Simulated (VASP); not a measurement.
Write the native input for VASP 6.6.1 that does the following.

* Task: single point
* Functional: PBE
* Potentials or basis: VASP PAW PBE potentials, release 64 (Hf_pv)
* Cutoff: 520 eV
* k mesh: 9 × 9 × 9
* Occupations: fermi-dirac, width 0.05 eV
* Spin: no spin polarisation
* Dipole correction: no
* Further INCAR settings: ALGO = Fast; EDIFF = 1e-07; NBANDS = 11

The structure of Hf lies in POSCAR:

```
Hf
1.0
    2.9521540024      0.0000000000      0.0000000000
    0.0000000000      2.9521540024      0.0000000000
    0.0000000000      0.0000000000      2.9521540024
Hf
1
Direct
    0.5000000000      0.5000000000      0.5000000000
```

These files were run (other wordings do the same):

INCAR

```
SYSTEM = Hf
PREC = Accurate
ENCUT = 520
EDIFF = 1E-7
ISMEAR = -1
SIGMA = 0.05
LREAL = .FALSE.
LASPH = .TRUE.
NELM = 100
ALGO = Fast
ISIF = 2
LWAVE = .FALSE.
LCHARG = .FALSE.
GGA = PE
NBANDS = 11
```

KPOINTS

```
regular mesh
0
G
  9 9 9
  0 0 0
```

Potentials or basis: VASP PAW PBE potentials, release 64 (Hf_pv).

The run is started by

```console
$ cat potpaw_PBE.64/Hf_pv/POTCAR > POTCAR
$ mpirun -np 1 vasp_std > vasp.out
```

Results of the run:

```json
{"Pressure": "-3.0 GPa", "Band gap on the k mesh": "zero (band 5 reaches 4.21 eV, above the bottom of band 6 at 2.26 eV)"}
```

Caveat: spin-orbit coupling is left out, which moves the levels of the heavy elements.

It took 8.3 s on 1 thread of Intel(R) Xeon(R) Platinum 8488C (Sapphire Rapids), with other jobs on the host, peak memory 0.13 GiB.
